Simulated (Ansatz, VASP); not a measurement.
**One calculation of BeTe6, two programs**

File INCAR:

```
PREC = Accurate
ENCUT = 600
EDIFF = 1E-6
ISMEAR = 0
SIGMA = 0.1
LREAL = F
LASPH = T
NELM = 60
ALGO = Normal
ISIF = 3
LWAVE = F
LCHARG = F
GGA = PE
IBRION = 2
NSW = 100
EDIFFG = -0.01
```

The input KPOINTS:

```
regular mesh
0
Gamma
  8 8 4
```

POSCAR

```
BeTe6
1.0
    4.4328995414      0.0000000000      0.0000000000
    0.0000000000      4.4328995414      0.0000000000
    0.0000000000      0.0000000000     11.2044468281
Be Te
1 6
Direct
    0.0000000000      0.0000000000      0.0000000000
    0.5000000000      0.0000000000      0.8920800386
    0.0000000000      0.5000000000      0.1079199614
    0.0000000000      0.0000000000      0.3688124762
    0.5000000000      0.5000000000      0.3652367522
    0.0000000000      0.0000000000      0.6311875238
    0.5000000000      0.5000000000      0.6347632478
```

Input for Ansatz:

```yaml
crystal:
  lattice:
    - [4.4328995414, 0.0, 0.0]
    - [0.0, 4.4328995414, 0.0]
    - [0.0, 0.0, 11.2044468281]
  atoms:
    - { symbol: Be, position: [0.0, 0.0, 0.0] }
    - { symbol: Te, position: [0.5, 0.0, 0.8920800386] }
    - { symbol: Te, position: [0.0, 0.5, 0.1079199614] }
    - { symbol: Te, position: [0.0, 0.0, 0.3688124762] }
    - { symbol: Te, position: [0.5, 0.5, 0.3652367522] }
    - { symbol: Te, position: [0.0, 0.0, 0.6311875238] }
    - { symbol: Te, position: [0.5, 0.5, 0.6347632478] }
basis:
  ecutwfc: 420
kpoints:
  mp_grid: { grid: [8, 8, 4] }
hamiltonian:
  xc: pbe
scf:
  occupations: { method: gaussian, width: 0.1 }
output:
  forces: true
  stress: true
  eigenvalues: true
  write_density: true
  write_potential: true
  elf: true
  volumetric_format: npy
relax:
  adjacent_minimum: "off"
  f_tol: 0.01
  max_steps: 80
  cell: { stress_tol: 0.05 }
```

Alike in both runs: task relaxation of cell and atoms; functional PBE; k mesh 8 × 8 × 4; occupations gaussian, width 0.1 eV; no spin polarisation.

|  | VASP | Ansatz |
| --- | --- | --- |
| version | VASP 6.6.1 | Ansatz 0.2.0 |
| potentials or method | VASP PAW PBE potentials, release 64 (Be, Te), cutoff 600 eV | scalar-relativistic, plane waves, PAW |
| valence electrons in the cell | 38 | 98 |

```tsv
	VASP	Ansatz	Ansatz less VASP
gap on the k mesh at the Fermi level, each at its own relaxed structure (eV)	none	none	-
relaxed volume (Å³/atom)	31.36	31.35	-0.018
relaxed cell length with the largest relative difference (Å)	11.165	11.158	-0.0065
```

A gap of «none» marks a metal or a gap that the smearing closes. VASP's potentials hold 38 valence electrons a cell and Ansatz's 98, so a difference there can come from the potentials and not from the codes.

Spin-orbit coupling is off throughout.
